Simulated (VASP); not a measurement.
The system is SnGeTe2.

```
Ge Sn Te
1.0
     2.18097    1.25918    7.23227
    -2.18097    1.25918    7.23227
     0.00000   -2.51836    7.23227
Ge Sn Te
1 1 2
Direct
  0.00000 0.00000 0.00000
  0.50000 0.50000 0.50000
  0.25579 0.25579 0.25579
  0.74421 0.74421 0.74421
```

This cell differs from its parent crystal: uniaxial z strain +1.2%.

Base run:

| Quantity | Value |
| --- | --- |
| Program | VASP 6.6.1 |
| Functional | r2SCAN |
| Potentials or basis | VASP PAW PBE potentials, release 64 (Ge_d, Sn_d, Te) |
| Cutoff | 520 eV |
| k mesh | 8 × 8 × 8 |
| Occupations | fermi-dirac, width 0.02 eV |
| Spin | no spin polarisation |

Its results: band gap on the k mesh 0.16 eV, indirect (least direct gap 0.29 eV); pressure -0.6 GPa; largest force 0.004 eV/Å.

Question: The run is repeated on the same cell with these changes: functional from r2SCAN to PBE; further incar settings from ALGO = Normal; EDIFF = 1e-06; NBANDS = 28 to ALGO = Normal; EDIFF = 1e-07; NBANDS = 28. What comes out?

Answer: Band gap on the k mesh 0.15 eV, indirect (least direct gap 0.27 eV); pressure 0.2 GPa; largest force 0.033 eV/Å.

Caveats: spin-orbit coupling is left out, which moves the levels of the heavy elements; the PAW data sets were made with another functional, which shifts forces and pressure a little (some runs).

A k mesh can miss the band edges.
